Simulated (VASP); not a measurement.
Input of a VASP 6.6.1 run:

Contents of INCAR:

```
PREC = Accurate
ENCUT = 520
EDIFF = 1E-6
ISMEAR = 0
SIGMA = 0.05
LREAL = F
LASPH = T
NELM = 60
ALGO = Normal
ISIF = 2
LWAVE = F
LCHARG = F
GGA = PE
NBANDS = 11
```

File KPOINTS:

```
regular mesh
0
Gamma
  10 10 10
```

POSCAR

```
MgO
1.0
    0.0000000000      2.1351500000      2.1351500000
    2.1351500000      0.0000000000      2.1351500000
    2.1351500000      2.1351500000      0.0000000000
Mg O
1 1
Direct
   -0.0175631689     -0.0175631689      0.0175631689
    0.5000000000      0.5000000000      0.5000000000
```

Potentials or basis: VASP PAW PBE potentials, release 64 (Mg, O).

The run is started by

```bash
$ cat potpaw_PBE.64/Mg/POTCAR potpaw_PBE.64/O/POTCAR > POTCAR
$ mpirun -np 1 vasp_std > vasp.out
```

Task: Predict the band gap on the k mesh.

Result: 4.33 eV, direct.

Task: Predict the largest force.

Result: 0.353 eV/Å.

Task: What does it give for the pressure?

Result: -2.0 GPa.

Stress tensor (GPa, compression positive):
```
-2.56  0.00  0.00
 0.00 -2.56  0.00
 0.00  0.00 -0.81
```

Caveat: the cell differs from its parent crystal (all Mg atoms moved +0.075 Å, as atom 1 towards its neighbour atom 2 (O) at 2.135 Å).
